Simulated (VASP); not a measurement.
Here is a VASP 6.6.1 calculation.

File POSCAR:

```
SiO2
1.0
    5.2114681557      0.0000000000      0.0000000000
   -2.6057340778      4.5132638138      0.0000000000
    0.0000000000      0.0000000000      5.5410855913
Si O
3 6
Direct
    0.0000000000      0.5000000000      0.3333333333
    0.5000000000      0.5000000000      0.6666666667
    0.5000000000      0.0000000000      0.0000000000
    0.5834989524      0.7917494762      0.8333333333
    0.7917494762      0.5834989524      0.5000000000
    0.7917494762      0.2082505238      0.1666666667
    0.4165010476      0.2082505238      0.8333333333
    0.2082505238      0.4165010476      0.5000000000
    0.2082505238      0.7917494762      0.1666666667
```

INCAR.step1

```
PREC     = Accurate       # precision mode
ENCUT    = 520            # plane-wave cutoff, eV
ISMEAR   = 0              # smearing method
SIGMA    = 0.05           # smearing width, eV
LREAL    = F              # projectors in reciprocal space
LASPH    = T              # aspherical terms in the spheres
NELM     = 100            # most SCF steps
NBANDS   = 34             # bands
GGA      = PE             # functional
ALGO     = Normal         # electronic algorithm
EDIFF    = 1E-4           # SCF threshold, eV
LWAVE    = T              # write WAVECAR
LCHARG   = F              # write CHGCAR
```

File INCAR.step2:

```
PREC     = Accurate       # precision mode
ENCUT    = 520            # plane-wave cutoff, eV
EDIFF    = 1E-6           # SCF threshold, eV
ISMEAR   = 0              # smearing method
SIGMA    = 0.05           # smearing width, eV
LREAL    = F              # projectors in reciprocal space
LASPH    = T              # aspherical terms in the spheres
NELM     = 100            # most SCF steps
ALGO     = Normal         # electronic algorithm
ISIF     = 2              # what is computed and relaxed
LWAVE    = F              # write WAVECAR
LCHARG   = F              # write CHGCAR
METAGGA  = R2SCAN         # meta-GGA
LMIXTAU  = T            
NBANDS   = 34             # bands
ISTART   = 1
```

File KPOINTS:

```
Automatic mesh
0
Gamma
  6 6 4
```

Potentials or basis: VASP PAW PBE potentials, release 64 (Si, O).

Launch:

```sh
$ cat potpaw_PBE.64/Si/POTCAR potpaw_PBE.64/O/POTCAR > POTCAR
$ cp INCAR.step1 INCAR
$ mpirun -np 1 vasp_std > vasp.out
$ cp INCAR.step2 INCAR
$ mpirun -np 1 vasp_std > vasp.out
```

(1) What does it give for the band gap on the k mesh?

(2) Predict the pressure.

Answers

(1) 5.94 eV (least direct gap 6.19 eV).

(2) -9.9 GPa.

Caveat: the cell differs from its parent crystal (strain +0.0300 x Voigt [1, 1, 0, 0, 0, 0]); the cell stands under tension; the PAW data sets were made with another functional, which shifts forces and pressure a little.
